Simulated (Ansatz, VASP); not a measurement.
Two plane-wave programs on PtBr2

```
Pt Br
1.0
     0.00000    3.32367    3.32367
     3.32367    0.00000    3.32367
     3.32367    3.32367    0.00000
Pt Br
1 2
Cartesian
  0.0000 0.0000 0.0000
  1.6618 1.6618 1.6618
  4.9855 4.9855 4.9855
```

Alike in both runs: functional PBE; k mesh 12 × 12 × 12; occupations gaussian, width 0.1 eV; collinear spin.

Ansatz relaxed the structure, and its values are those at the end. VASP's run is a single point on that final structure, the one shown.

```csv
,VASP,Ansatz
version,VASP 6.6.1,Ansatz 0.2.0
potentials or method,"VASP PAW PBE potentials, release 64 (Pt, Br), cutoff 520 eV","scalar-relativistic, plane waves, PAW"
valence electrons in the cell,24,32
```

|  | VASP | Ansatz | Ansatz less VASP |
| --- | --- | --- | --- |
| gap on the k mesh at the Fermi level (eV) | none | none | - |
| pressure (GPa) | -0.1 | 0.0 | +0.06 |
| net moment per atom (μB) | 0.59 | 0.59 | -0.003 |
| size of the moment on the site where the two differ most (μB) | 0.33 | 0.35 | +0.017 |

Site moments also hang on the region over which each program counts them. A gap of «none» marks a metal or a gap that the smearing closes. VASP's potentials hold 24 valence electrons a cell and Ansatz's 32, so a difference there can come from the potentials and not from the codes.

Neither program's run includes spin-orbit coupling.
